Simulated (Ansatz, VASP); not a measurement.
# Mg2ZnS3: VASP beside Ansatz

```xyz
6
Lattice="3.5163 0.0000 0.0000 0.0000 3.5163 0.0000 0.0000 0.0000 11.2516" Properties=species:S:1:pos:R:3 pbc="T T T"
Mg    1.7581    0.0000    6.7533
Mg    0.0000    1.7581    4.4982
Zn    1.7581    1.7581    0.0000
S     1.7581    0.0000    4.1665
S     0.0000    1.7581    7.0851
S     0.0000    0.0000    0.0000
```

Change from the starting cell: species swapped into the Hf2GaSb3 type (P-4m2, No. 115).

Alike in both runs: task relaxation of cell and atoms; functional PBE; k mesh 10 × 10 × 4; occupations gaussian, width 0.1 eV; no spin polarisation.

|  | VASP | Ansatz |
| --- | --- | --- |
| version | VASP 6.6.1 | Ansatz 0.2.0 |
| potentials or method | VASP PAW PBE potentials, release 64 (Mg, Zn, S), cutoff 600 eV | scalar-relativistic, plane waves, PAW |
| valence electrons in the cell | 34 | 50 |

```tsv
	VASP	Ansatz	Ansatz less VASP
gap on the k mesh at the Fermi level, each at its own relaxed structure (eV)	none	none	-
relaxed volume (Å³/atom)	23.25	24.14	+0.889
relaxed cell length with the largest relative difference (Å)	11.308	11.733	+0.4246
```

A gap of «none» marks a metal or a gap that the smearing closes. VASP's potentials hold 34 valence electrons a cell and Ansatz's 50, so a difference there can come from the potentials and not from the codes.
